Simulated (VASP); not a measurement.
# BeTe (F-43m) in VASP: settings compared

The runs below take BeTe through single point, with LDA, PBEsol.

All numbers are computed with VASP 6.6.1; they aren't measurements. Logs are shortened: lines on timing, memory, paths and dates and some standing lists are left out, and cuts for length are marked.

## Step 1: The cell of the first run

Symmetry: F-43m, No. 216, cubic system. Conventional cell: a = 5.657 Å, b = 5.657 Å, c = 5.657 Å, α = 90.00°, β = 90.00°, γ = 90.00°. Be (site symmetry -43m) has 4 Te at 2.45 Å within 3.2 Å. Within 3.2 Å of Te (site symmetry -43m) lie 4 Be at 2.45 Å.

## Step 2: Single point, LDA

Input file INCAR:

```
SYSTEM = BeTe
PREC = Accurate
ENCUT = 600
EDIFF = 1E-6
ISMEAR = 0
SIGMA = 0.01
LREAL = .FALSE.
LASPH = .TRUE.
NELM = 120
ALGO = Normal
ISIF = 2
LWAVE = .FALSE.
LCHARG = .FALSE.
NBANDS = 11
GGA_COMPAT = .FALSE.
```

Input file KPOINTS:

```
Automatic mesh
0
G
  4 4 4
  0 0 0
```

Input file POSCAR:

```
BeTe
1.0
    0.0000000000      2.8286236224      2.8286236224
    2.8286236224      0.0000000000      2.8286236224
    2.8286236224      2.8286236224      0.0000000000
Be Te
1 1
Direct
    0.0000000000      0.0000000000      0.0000000000
    0.2500000000      0.2500000000      0.2500000000
```

Potentials or basis: VASP PAW LDA potentials, release 64 (Be, Te).

Command:

```sh
> cat potpaw_LDA.64/Be/POTCAR potpaw_LDA.64/Te/POTCAR > POTCAR
> mpirun -np 1 vasp_std > vasp.out
```

OUTCAR:

```text
SYSTEM = BeTe
   PREC = Accurate
   ENCUT = 600
   EDIFF = 1E-6
   ISMEAR = 0
   LREAL = .FALSE.
   LASPH = .TRUE.
   NELM = 120
   ISIF = 2

 ion  position               nearest neighbor table
   1  0.000  0.000  0.000-   2 2.45   2 2.45   2 2.45   2 2.45
   2  0.250  0.250  0.250-   1 2.45   1 2.45   1 2.45   1 2.45

  LATTYP: Found a face centered cubic cell.
 ALAT       =     5.6572472448

  Lattice vectors:

 A1 = (   0.0000000000,   2.8286236224,   2.8286236224)
 A2 = (   2.8286236224,   0.0000000000,   2.8286236224)
 A3 = (   2.8286236224,   2.8286236224,   0.0000000000)

Analysis of symmetry for initial positions (statically):
=====================================================================
 Subroutine PRICEL returns:
 Original cell was already a primitive cell.

 Routine SETGRP: Setting up the symmetry group for a
 face centered cubic supercell.

 Subroutine GETGRP returns: Found 24 space group operations
 (whereof 24 operations were pure point group operations)
 out of a pool of 48 trial point group operations.

The static configuration has the point symmetry T_d .

Analysis of symmetry for dynamics (positions and initial velocities):
=====================================================================
 Subroutine PRICEL returns:
 Original cell was already a primitive cell.

 Routine SETGRP: Setting up the symmetry group for a
 face centered cubic supercell.

 Subroutine GETGRP returns: Found 24 space group operations
 (whereof 24 operations were pure point group operations)
 out of a pool of 48 trial point group operations.

The dynamic configuration has the point symmetry T_d .

 Subroutine INISYM returns: Found 24 space group operations
 (whereof 24 operations are pure point group operations),
 and found     1 'primitive' translations

----------------------------------------------------------------------------------------

                                     Primitive cell

  volume of cell :      45.2643

  direct lattice vectors                    reciprocal lattice vectors
     0.000000000  2.828623622  2.828623622    -0.176764415  0.176764415  0.176764415
     2.828623622  0.000000000  2.828623622     0.176764415 -0.176764415  0.176764415
     2.828623622  2.828623622  0.000000000     0.176764415  0.176764415 -0.176764415

  length of vectors
     4.000277890  4.000277890  4.000277890     0.306164948  0.306164948  0.306164948

  position of ions in fractional coordinates (direct lattice)
     0.000000000  0.000000000  0.000000000
     0.250000000  0.250000000  0.250000000

  ion indices of the primitive-cell ions
   primitive index   ion index
                 1           1
                 2           2

----------------------------------------------------------------------------------------

 KPOINTS: Automatic mesh

Automatic generation of k-mesh.
 Grid dimensions read from file:
 generate k-points for:    4    4    4

 Generating k-lattice:

  Cartesian coordinates                     Fractional coordinates (reciprocal lattice)
    -0.044191104  0.044191104  0.044191104     0.250000000  0.000000000  0.000000000
     0.044191104 -0.044191104  0.044191104     0.000000000  0.250000000  0.000000000
     0.044191104  0.044191104 -0.044191104     0.000000000  0.000000000  0.250000000

  Length of vectors
     0.076541237  0.076541237  0.076541237

  Shift w.r.t. Gamma in fractional coordinates (k-lattice)
     0.000000000  0.000000000  0.000000000

 Subroutine IBZKPT returns following result:
 ===========================================

 Found      8 irreducible k-points:

 Following reciprocal coordinates:
            Coordinates               Weight
  0.000000  0.000000  0.000000      1.000000
  0.250000  0.000000  0.000000      8.000000
  0.500000  0.000000  0.000000      4.000000
  0.250000  0.250000  0.000000      6.000000
  0.500000  0.250000  0.000000     24.000000
 -0.250000  0.250000  0.000000     12.000000
  0.500000  0.500000  0.000000      3.000000
 -0.250000  0.500000  0.250000      6.000000
   k-points           NKPTS =      8   k-points in BZ     NKDIM =      8   number of bands    NBANDS=     11
   number of dos      NEDOS =    301   number of ions     NIONS =      2
   total plane-waves  NPLWV =  32768
   dimension x,y,z NGX =    32 NGY =   32 NGZ =   32
   dimension x,y,z NGXF=    64 NGYF=   64 NGZF=   64
   ions per type =               1   1
   NGX,Y,Z   is equivalent  to a cutoff of  13.30, 13.30, 13.30 a.u.
   NGXF,Y,Z  is equivalent  to a cutoff of  26.60, 26.60, 26.60 a.u.
 SYSTEM =  BeTe
   PREC   = accura    normal or accurate (medium, high low for compatibility)
   ISTART =      0    job   : 0-new  1-cont  2-samecut
   ICHARG =      2    charge: 1-file 2-atom 10-const
   ISPIN  =      1    spin polarized calculation?
   LNONCOLLINEAR =      F non collinear calculations
   LSORBIT =      F    spin-orbit coupling
   LASPH  =      T    aspherical Exc in radial PAW
   ENCUT  =  600.0 eV  44.10 Ry    6.64 a.u.   7.99  7.99  7.99*2*pi/ulx,y,z
   NELM   =    120;   NELMIN=  2; NELMDL= -5     # of ELM steps
   EDIFF  = 0.1E-05   stopping-criterion for ELM
   LREAL  =      F    real-space projection
   EDIFFG = 0.1E-04   stopping-criterion for IOM
   NSW    =      0    number of steps for IOM
   IBRION =     -1    ionic relax: 0-MD 1-quasi-New 2-CG
   NFREE  =      0    steps in history (QN), initial steepest desc. (CG)
   ISIF   =      2    stress and relaxation
   ISYM   =      2    0-nonsym 1-usesym 2-fastsym
   POTIM  = 0.5000    time-step for ionic-motion
   TEBEG  =    0.0;   TEEND  =   0.0 temperature during run
   PSTRESS=    0.0 pullay stress
   NELECT =       8.0000    total number of electrons
   NUPDOWN=      -1.0000    fix difference up-down
   EMIN   =  10.00;   EMAX   =-10.00  energy-range for DOS
   EFERMI =   0.00;   METHOD = LEGACY
   ISMEAR =     0;   SIGMA  =   0.01  broadening in eV -4-tet -1-fermi 0-gaus
   EFERMI_NEDOS =   21; number of points for ismear=-14 and -15
   IALGO  =     38    algorithm
   IMIX   =      4    mixing-type and parameters
     AMIX     =   0.40;   BMIX     =  1.00
     AMIX_MAG =   1.60;   BMIX_MAG =  1.00
  volume/ion in A,a.u.               =      22.63       152.73
  Fermi-wavevector in a.u.,A,eV,Ry     =   0.918727  1.736142 11.484116  0.844059
  Thomas-Fermi vector in A             =   2.043841
   LORBIT       =      0    0 simple, 1 ext, 2 COOP (PROOUT), +10 PAW based schemes
   GGA     = CA    functional components
   LHFCALC =     F    Hartree Fock is set to
   AEXX    =    0.0000 exact exchange contribution
   IVDW    =     0    specifies the selected vdW correction
   LEPSILON=     F    determine dielectric tensor
   LRPA    =     F    only Hartree local field effects (RPA)
 non-spin polarized calculation
 Gauss-broadening in eV      SIGMA  =   0.01
  energy-cutoff  :      600.00
  volume of cell :       45.26
 maximum number of plane-waves:      1540
   NGX = 15   NGY = 15   NGZ = 15

 number of electron       8.0000000 magnetization

 Free energy of the ion-electron system (eV)
  ---------------------------------------------------
  ext. energy  EPLUGINS =         0.00000000
  ---------------------------------------------------
  free energy    TOTEN  =        -8.62724917 eV

  energy without entropy =       -8.62724917  energy(sigma->0) =       -8.62724917

 E-fermi :   4.8771     XC(G=0):  -9.2105

 val. band max:        4.8151792593   @ k =   0.0000   0.0000   0.0000
 cond. band min:       6.6976615841   @ k =   0.5000   0.5000   0.0000
 fundamental gap:      1.8824823249
 Fermi energy:         4.8770775973

 k-point     1 :       0.0000    0.0000    0.0000
  band No.  band energies     occupation
      1      -7.4167      2.00000
      2       4.8152      2.00000
      3       4.8152      2.00000
      4       4.8152      2.00000
      5       8.3951      0.00000
      6       8.3951      0.00000
      7       8.3951      0.00000
      8       8.4333      0.00000
      9      12.9442      0.00000
     10      15.0131      0.00000
     11      15.0131      0.00000

 k-point     2 :       0.2500    0.0000    0.0000
  band No.  band energies     occupation
      1      -6.8761      2.00000
      2       1.5323      2.00000
      3       4.1551      2.00000
      4       4.1551      2.00000
      5       8.0443      0.00000
      6       9.2505      0.00000
      7       9.2505      0.00000
      8      11.6676      0.00000
      9      13.6673      0.00000
     10      13.7801      0.00000
     11      13.7801      0.00000

 k-point     3 :       0.5000    0.0000    0.0000
  band No.  band energies     occupation
      1      -6.1143      2.00000
      2      -0.6444      2.00000
      3       3.7047      2.00000
      4       3.7047      2.00000
      5       7.8155      0.00000
      6       9.3582      0.00000
      7       9.3582      0.00000
      8      12.4423      0.00000
      9      15.4725      0.00000
     10      16.1589      0.00000
     11      16.1589      0.00000

 k-point     4 :       0.2500    0.2500    0.0000
  band No.  band energies     occupation
      1      -6.6924      2.00000
      2       1.9464      2.00000
      3       3.1642      2.00000
      4       3.1642      2.00000
      5       7.3725      0.00000
      6       9.1247      0.00000
      7      11.1573      0.00000
      8      11.1573      0.00000
      9      13.2957      0.00000
     10      15.3406      0.00000
     11      15.9697      0.00000

 k-point     5 :       0.5000    0.2500    0.0000
  band No.  band energies     occupation
      1      -5.9104      2.00000
      2       0.0468      2.00000
      3       1.8705      2.00000
      4       2.8310      2.00000
      5       7.7131      0.00000
      6      10.2531      0.00000
      7      11.2080      0.00000
      8      11.5643      0.00000
      9      14.9579      0.00000
     10      16.4345      0.00000
     11      16.9316      0.00000

 k-point     6 :      -0.2500    0.2500    0.0000
  band No.  band energies     occupation
      1      -6.1825      2.00000
      2       0.5190      2.00000
      3       1.6965      2.00000
      4       3.6316      2.00000
      5       8.5005      0.00000
      6      10.2716      0.00000
      7      10.8321      0.00000
      8      11.3316      0.00000
      9      13.1517      0.00000
     10      14.4708      0.00000
     11      16.9471      0.00000

 k-point     7 :       0.5000    0.5000    0.0000
  band No.  band energies     occupation
      1      -5.6429      2.00000
      2      -0.2032      2.00000
      3       2.2132      2.00000
      4       2.2132      2.00000
      5       6.6977      0.00000
      6       7.4631      0.00000
      7      14.3170      0.00000
      8      14.3170      0.00000
      9      16.0814      0.00000
     10      17.5280      0.00000
     11      18.0582      0.00000

 k-point     8 :      -0.2500    0.5000    0.2500
  band No.  band energies     occupation
      1      -5.6105      2.00000
      2       0.3357      2.00000
      3       1.1637      2.00000
      4       1.6472      2.00000
      5       9.9790      0.00000
      6      10.2515      0.00000
      7      10.2712      0.00000
      8      10.9317      0.00000
      9      15.4789      0.00000
     10      16.2979      0.00000
     11      17.4280      0.00000

------------------------ aborting loop because EDIFF is reached ----------------------------------------

  FORCE on cell =-STRESS in cart. coord.  units (eV):
  Direction    XX          YY          ZZ          XY          YZ          ZX
  --------------------------------------------------------------------------------------
  -------------------------------------------------------------------------------------
  Total       -0.7060280     -0.7060280     -0.7060280     -0.0000000      0.0000000     -0.0000000
  in kB      -24.9906197    -24.9906197    -24.9906197     -0.0000000      0.0000000     -0.0000000
  external PRESSURE =     -24.9906197 kB  Pullay stress =       0.0000000 kB

 VOLUME and BASIS-vectors are now :
 -----------------------------------------------------------------------------
  energy-cutoff  :      600.00
  volume of cell :       45.26
      direct lattice vectors                 reciprocal lattice vectors
     0.000000000  2.828623622  2.828623622    -0.176764415  0.176764415  0.176764415
     2.828623622  0.000000000  2.828623622     0.176764415 -0.176764415  0.176764415
     2.828623622  2.828623622  0.000000000     0.176764415  0.176764415 -0.176764415

 POSITION                                       TOTAL-FORCE (eV/Angst)
 -----------------------------------------------------------------------------------
      0.00000      0.00000      0.00000        -0.000000     -0.000000     -0.000000
      1.41431      1.41431      1.41431         0.000000      0.000000      0.000000
 -----------------------------------------------------------------------------------
    total drift:                                0.000000      0.000000      0.000000

  FREE ENERGIE OF THE ION-ELECTRON SYSTEM (eV)
  ---------------------------------------------------
  free  energy   TOTEN  =        -8.6272491669 eV

  energy  without entropy=       -8.6272491669  energy(sigma->0) =       -8.62724917
```

It took 3.2 s on 1 thread of AMD EPYC 9R45 (Zen 5), shared host; peak memory 0.12 GiB.

What came out:

```yaml
Free_energy: -8.6272 eV
Pressure: -2.5 GPa
Band_gap_on_the_k_mesh: 1.88 eV, indirect (least direct gap 3.58 eV)
```

Caveat: the k points lie up to 0.48 Å⁻¹ apart; spin-orbit coupling is left out, which moves the levels of the heavy elements. As with any semilocal functional, this LDA gap is likely too small.

(Part 1 of 2 ends here.)
